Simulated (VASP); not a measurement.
TiC, 2 atoms in the cell. It takes space group Fm-3m (No. 225, cubic). The conventional cell has a = 4.331 Å, b = 4.331 Å, c = 4.331 Å, α = 90.00°, β = 90.00°, γ = 90.00°. Ti (site symmetry m-3m) has 6 C at 2.17 Å within 2.9 Å. Within 2.9 Å of C (site symmetry m-3m) lie 6 Ti at 2.17 Å. 

| Property | Result |
| --- | --- |
| Program | VASP 6.6.1 |
| Task | relaxation of cell and atoms |
| Functional | RPBE |
| Dispersion | D3(BJ) |
| Potentials or basis | VASP PAW PBE potentials, release 64 (Ti_sv, C) |
| Cutoff | 600 eV |
| k mesh | 11 × 11 × 11 |
| Occupations | fermi-dirac, width 0.05 eV |
| Spin | no spin polarisation |
| Dipole correction | no |
| Further INCAR settings | ALGO = Normal; EDIFF = 1e-06; IBRION = 2; EDIFFG = -0.01; NSW = 60; ISIF = 3 |

Potentials or basis: VASP PAW PBE potentials, release 64 (Ti_sv, C).

Run with:

```sh
$ cat potpaw_PBE.64/Ti_sv/POTCAR potpaw_PBE.64/C/POTCAR > POTCAR
$ mpirun -np 1 vasp_std > vasp.out
```

Hardware: 1 thread of Intel(R) Xeon(R) Platinum 8488C (Sapphire Rapids), on a shared host.

**Question.** Estimate the wall time of this run.

**Answer.** Run time: 57 s on 1 thread of Intel(R) Xeon(R) Platinum 8488C (Sapphire Rapids) (shared host), peak memory 0.17 GiB. Counts: scf iterations 71, k points 56, ion steps 7.
